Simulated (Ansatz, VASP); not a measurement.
**One calculation of Al3Cu, two programs**

```
Al Cu
1.0
     3.88912    0.00000    0.00000
     0.00000    3.88912    0.00000
     0.00000    0.00000    3.88912
Al Cu
3 1
Direct
  0.00000 0.50000 0.50000
  0.50000 0.00000 0.50000
  0.50000 0.50000 0.00000
  0.00000 0.00000 0.00000
```

Alike in both runs: functional r2SCAN; k mesh 12 × 12 × 12; occupations gaussian, width 0.1 eV; no spin polarisation.

Ansatz relaxed the structure, and its values are those at the end. VASP's run is a single point on that final structure, the one shown.

|  | VASP | Ansatz |
| --- | --- | --- |
| version | VASP 6.6.1 | Ansatz 0.2.0 |
| potentials or method | VASP PAW PBE potentials, release 64 (Al, Cu), cutoff 520 eV | scalar-relativistic, plane waves, PAW |
| valence electrons in the cell | 20 | 28 |

Ansatz gave:

```
gap on the k mesh at the Fermi level (eV) : none
pressure (GPa)                            : 0.0
```

**Question.** Estimate VASP's values.

**Answer.** gap on the k mesh at the Fermi level (eV): none; pressure (GPa): -0.1.

VASP's potentials were made for PBE, not for r2SCAN. A gap of «none» marks a metal or a gap that the smearing closes. VASP's potentials hold 20 valence electrons a cell and Ansatz's 28, so a difference there can come from the potentials and not from the codes.
